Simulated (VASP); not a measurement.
# Hg: single point with PBEsol

Hg:

```xyz
1
Lattice="2.5027 0.0000 0.0000 0.0000 2.5027 0.0000 0.0000 0.0000 2.5027" Properties=species:S:1:pos:R:3 pbc="T T T"
Hg    0.0000    0.0000    0.0000
```

```json
{
  "Program": "VASP 6.6.1",
  "Task": "single point",
  "Functional": "PBEsol",
  "Potentials or basis": "VASP PAW PBE potentials, release 64 (Hg)",
  "Cutoff": "520 eV",
  "k mesh": "15 × 15 × 15",
  "Occupations": "fermi-dirac, width 0.08 eV",
  "Spin": "no spin polarisation",
  "Dipole correction": "no",
  "Further INCAR settings": "ALGO = Normal; EDIFF = 1e-07; NBANDS = 12"
}
```

```
Pressure               : 101.4 GPa
Band gap on the k mesh : zero (bands 6 and 7 overlap by 6.70 eV)
```

Levels at points of the mesh, in eV from the Fermi level:
```
           k point  band 4  band 5  band 6  band 7  band 8  band 9
(0.00, 0.00, 0.00)   -6.73   -6.73   -6.73   12.59   12.59   12.59
```

Wall time 7.7 s on 1 thread of Intel(R) Xeon(R) 6975P-C (Granite Rapids), with other jobs on the host, peak memory 0.14 GiB.

Caveat: the cell stands under pressure; the PAW data sets were made with another functional, which shifts forces and pressure a little; spin-orbit coupling is left out, which moves the levels of the heavy elements.
